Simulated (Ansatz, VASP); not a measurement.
LiCl: VASP beside Ansatz

The input INCAR:

```
SYSTEM = LiCl
ALGO = Normal
EDIFF = 1E-6
ENCUT = 750
GGA = PE
GGA_COMPAT = .False.
ISIF = 2
ISMEAR = 0
LASPH = .True.
LCHARG = .False.
LREAL = .False.
LWAVE = .False.
NBANDS = 12
NELM = 120
PREC = Accurate
SIGMA = 0.013000000000000001
```

Contents of KPOINTS:

```
k-points
0
Gamma
  9 9 9
  0 0 0
```

File POSCAR:

```
LiCl
1.0
    0.0000000000      2.5647700000      2.5647700000
    2.5647700000      0.0000000000      2.5647700000
    2.5647700000      2.5647700000      0.0000000000
Cl Li
1 1
Direct
    0.5000000000      0.5000000000      0.5000000000
    0.0000000000      0.0000000000      0.0000000000
```

Contents of input.yaml:

```yaml
crystal:
  lattice:
    - [0.0, 2.56477, 2.56477]
    - [2.56477, 0.0, 2.56477]
    - [2.56477, 2.56477, 0.0]
  atoms:
    - { symbol: Cl, position: [0.5, 0.5, 0.5] }
    - { symbol: Li, position: [0.0, 0.0, 0.0] }
kpoints:
  mp_grid: { grid: [9, 9, 9] }
scf:
  occupations: { method: gaussian, width: 0.013 }
hamiltonian:
  xc: pbe
  pseudopotentials: { kind: all_electron, lapw: { basis_error: 0.001 } }
output:
  forces: true
  stress: true
  eigenvalues: true
```

Alike in both runs: task single point; functional PBE; k mesh 9 × 9 × 9; occupations gaussian, width 0.013 eV; no spin polarisation.

|  | VASP | Ansatz |
| --- | --- | --- |
| version | VASP 6.6.1 | Ansatz 0.2.0 |
| potentials or method | VASP PAW PBE potentials, release 64 (Cl, Li_sv), cutoff 750 eV | all-electron LAPW, scalar-relativistic |

|  | VASP | Ansatz | Ansatz less VASP |
| --- | --- | --- | --- |
| gap on the k mesh at the Fermi level (eV) | 6.33 | 6.33 | -0.009 |
| least direct gap on the mesh (eV) | 6.33 | 6.33 | -0.009 |
| pressure (GPa) | 0.3 | 0.4 | +0.09 |

Ansatz ran all-electron here, and VASP with PAW potentials.
